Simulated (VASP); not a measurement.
A run of VASP 6.6.1:

File INCAR:

```
ALGO = Normal
EDIFF = 1E-7
ENCUT = 520
GGA = PS
ISIF = 2
ISMEAR = 0
IVDW = 12
LASPH = True
LCHARG = False
LREAL = False
LWAVE = False
NBANDS = 35
NELM = 60
PREC = Accurate
SIGMA = 0.02
```

The input KPOINTS:

```
k-points
0
Gamma
  12 12 4
```

The input POSCAR:

```
WS2
1.0
    3.2080291451      0.0000000000      0.0000000000
   -1.6040145725      2.7782347357      0.0000000000
    0.0000000000      0.0000000000     12.1303811317
W S
2 4
Direct
    0.3333333333      0.6666666667      0.7496349684
    0.6666666667      0.3333333333      0.2503650316
    0.3333333333      0.6666666667      0.1230730631
    0.6666666667      0.3333333333      0.6223450918
    0.3333333333      0.6666666667      0.3776549082
    0.6666666667      0.3333333333      0.8769269369
```

Potentials or basis: VASP PAW PBE potentials, release 64 (W_sv, S).

Command:

```bash
$ cat potpaw_PBE.64/W_sv/POTCAR potpaw_PBE.64/S/POTCAR > POTCAR
$ mpirun -np 1 vasp_std > vasp.out
```

Hardware: 1 thread of Intel Xeon 8259CL, with other jobs on the host.

Problem. Estimate the wall time of this run.

Solution. Run time: 5.3 min on 1 thread of Intel Xeon 8259CL (shared host), peak memory 0.36 GiB. Counts: scf iterations 16, k points 69.
